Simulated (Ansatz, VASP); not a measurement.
# One calculation of LiCuAuO2, two programs

```
CELL_PARAMETERS angstrom
1.63720 0.94524 6.41882
-1.63720 0.94524 6.41882
0.00000 -1.89048 6.41882
ATOMIC_POSITIONS crystal
Li 0.75726 0.75726 0.75726
Cu 0.51580 0.51580 0.51580
Au 0.99179 0.99179 0.99179
O 0.88422 0.88422 0.88422
O 0.10092 0.10092 0.10092
```

Alike in both runs: task single point; functional PBE; k mesh 6 × 6 × 6; occupations gaussian, width 0.1 eV; collinear spin.

```csv
,VASP,Ansatz
version,VASP 6.6.1,Ansatz 0.2.0
potentials or method,"VASP PAW PBE potentials, release 64 (Li_sv, Cu, Au, O), cutoff 520 eV","scalar-relativistic, plane waves, PAW"
valence electrons in the cell,37,53
```

|  | VASP | Ansatz | Ansatz less VASP |
| --- | --- | --- | --- |
| gap on the k mesh at the Fermi level (eV) | none | none | - |
| rms of the force components (eV/Å) | 0.067 | 0.068 | +0.0010 |
| net moment per atom (μB) | 0.18 | 0.18 | +0.002 |
| size of the moment on the site where the two differ most (μB) | 0.07 | 0.06 | -0.012 |

Site moments also hang on the region over which each program counts them. Atom by atom the forces differ by 0.012 eV/Å (rms over components). A gap of «none» marks a metal or a gap that the smearing closes. VASP's potentials hold 37 valence electrons a cell and Ansatz's 53, so a difference there can come from the potentials and not from the codes.

The k mesh is coarse, so the values compare programs but aren't converged. Spin-orbit coupling is off throughout. Noted on VASP's run: the cutoff is short for stress, so the pressure is rough.
